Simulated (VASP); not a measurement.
A run of VASP 6.6.1:

Contents of INCAR:

```
SYSTEM = GaN
ALGO = Normal
EDIFF = 1E-6
ENCUT = 520
GGA = PS
ISIF = 2
ISMEAR = -1
LASPH = .TRUE.
LCHARG = .FALSE.
LREAL = Auto
LWAVE = .FALSE.
NBANDS = 86
NELM = 100
PREC = Accurate
SIGMA = 0.02
```

The input KPOINTS:

```
k-points
0
G
  3 3 4
  0 0 0
```

The input POSCAR:

```
GaN
1.0
    6.3662991625      0.0000000000      0.0000000000
   -3.1831495813      5.5133768028      0.0000000000
    0.0000000000      0.0000000000      5.1836255286
Ga N
8 8
Direct
    0.1715066990      0.3424202748     -0.0077312684
    0.3277807594      0.1522562361      0.5081020968
    0.1566016546      0.8234969534      0.0028705777
    0.3446532293      0.6765294906      0.4953920737
    0.6613227303      0.3267456705     -0.0066785303
    0.8405796343      0.1732606049      0.4915611643
    0.6702421057      0.8423926327     -0.0032272779
    0.8235090167      0.6525922549      0.5052184008
    0.1756336604      0.3347817619      0.3807348716
    0.3272305215      0.1585358722      0.8776403648
    0.1636245548      0.8237253071      0.3741539564
    0.3350562307      0.6793143538      0.8669366595
    0.6552347626      0.3180348564      0.3721858358
    0.8394824084      0.1746000744      0.8730470546
    0.6722801318      0.8379635866      0.3680229194
    0.8281959836      0.6670030240      0.8809853210
```

Potentials or basis: VASP PAW PBE potentials, release 64 (Ga_d, N).

Run with:

```bash
$ cat potpaw_PBE.64/Ga_d/POTCAR potpaw_PBE.64/N/POTCAR > POTCAR
$ mpirun -np 1 vasp_std > vasp.out
```

Hardware: 1 thread of AMD EPYC 9R45 96-Core Processor (Zen 5), with other jobs on the host.

Question: Estimate the wall time of this run.

Answer: Wall time 7.2 min on 1 thread of AMD EPYC 9R45 96-Core Processor (Zen 5), with other jobs on the host, peak memory 0.36 GiB. Counts: scf iterations 18, k points 19.
